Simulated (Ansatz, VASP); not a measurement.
**Two plane-wave programs on Hf**

File INCAR:

```
SYSTEM = Hf
ALGO = Normal
EDIFF = 1E-7
ENCUT = 520
GGA = PS
ISIF = 2
ISMEAR = -1
LASPH = .True.
LCHARG = .False.
LREAL = .False.
LWAVE = .False.
NBANDS = 17
NELM = 80
PREC = Accurate
SIGMA = 0.1
```

KPOINTS

```
k-points
0
Gamma
  19 19 10
  0 0 0
```

Contents of POSCAR:

```
Hf
1.0
    3.2407537676      0.0000000000      0.0000000000
   -1.6203768838      2.8065750902      0.0000000000
    0.0000000000      0.0000000000      5.1347801841
Hf
2
Direct
    0.3333333333      0.6666666667      0.2500000000
    0.6666666667      0.3333333333      0.7500000000
```

Input for Ansatz:

```yaml
crystal:
  lattice:
    - [3.2407537676, 0.0, 0.0]
    - [-1.6203768838, 2.8065750902, 0.0]
    - [0.0, 0.0, 5.1347801841]
  atoms:
    - { symbol: Hf, position: [0.3333333333, 0.6666666667, 0.25] }
    - { symbol: Hf, position: [0.6666666667, 0.3333333333, 0.75] }
hamiltonian:
  xc: pbesol
  pseudopotentials:
    kind: paw
    azcp:
      Hf: "pseudopotentials/Hf.paw.azcp"
basis:
  ecutwfc: 420
  fft_grid_basis: typed
kpoints:
  mp_grid: { grid: [19, 19, 10], shift: [0, 0, 0] }
magnetization:
  spin_polarized: false
scf:
  occupations: { method: fermi_dirac, width: 0.1 }
output:
  stress: true
```

Alike in both runs: task single point; functional PBEsol; k mesh 19 × 19 × 10; occupations fermi-dirac, width 0.1 eV; no spin polarisation.

|  | VASP | Ansatz |
| --- | --- | --- |
| version | VASP 6.6.1 | Ansatz 0.2.0 |
| potentials or method | VASP PAW PBE potentials, release 64 (Hf_pv), cutoff 520 eV | plane waves (420 eV) with PAW, scalar-relativistic |
| valence electrons in the cell | 20 | 52 |

|  | VASP | Ansatz | Ansatz less VASP |
| --- | --- | --- | --- |
| pressure (GPa) | -8.0 | -7.7 | +0.39 |
| traceless stress, the component that is largest in VASP (GPa) | -0.26 | -0.21 | +0.053 |

VASP's potentials were made for PBE, not for PBEsol, and Ansatz warns of the same on its side. With one functional, cell and mesh, what is left measures potentials, basis and numerics. VASP's potentials hold 20 valence electrons a cell and Ansatz's 52, so a difference there can come from the potentials and not from the codes.

Neither program's run includes spin-orbit coupling.
